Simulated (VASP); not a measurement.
Cu: single point with PBEsol

The system is Cu.

```
Cu
1.0
     0.00000    2.17018    1.29690
     2.17018    0.00000    1.29690
     2.17018    2.17018    0.00000
Cu
1
Direct
  0.00000 0.00000 0.00000
```

* Program: VASP 6.6.1
* Task: single point
* Functional: PBEsol
* Potentials or basis: VASP PAW PBE potentials, release 64 (Cu)
* Cutoff: 520 eV
* k mesh: 24 × 24 × 24
* Occupations: gaussian, width 0.15 eV
* Spin: no spin polarisation

```yaml
Pressure: -8.2 GPa
Band_gap_on_the_k_mesh: zero (an odd number of electrons rules out a gap without spin polarisation)
```

Stress tensor (GPa, compression positive):
```
-9.44  0.00  0.00
 0.00 -9.44  0.00
 0.00  0.00 -5.67
```

Levels at points of the mesh, in eV from the Fermi level:
```csv
k point,band 3,band 4,band 5,band 6,band 7,band 8,band 9,band 10
"(0.00, 0.00, 0.00)",-2.70,-2.70,-2.53,-1.79,22.08,22.08,25.63,26.60
"(0.50, 0.00, 0.00)",-2.13,-1.58,-1.39,-0.01,4.92,15.78,15.96,19.83
"(0.50, 0.50, 0.00)",-1.54,-1.54,-1.40,6.07,6.07,11.80,12.06,12.62
"(0.50, 0.00, 0.50)",-2.60,-2.10,-1.41,-1.29,3.05,20.49,20.78,24.03
```

Run time: 110 s on 1 thread of AMD EPYC 9R45 96-Core Processor (Zen 5), with other jobs on the host, peak memory 0.23 GiB.

Caveat: the cell stands under tension; the PAW data sets were made with another functional, which shifts forces and pressure a little.
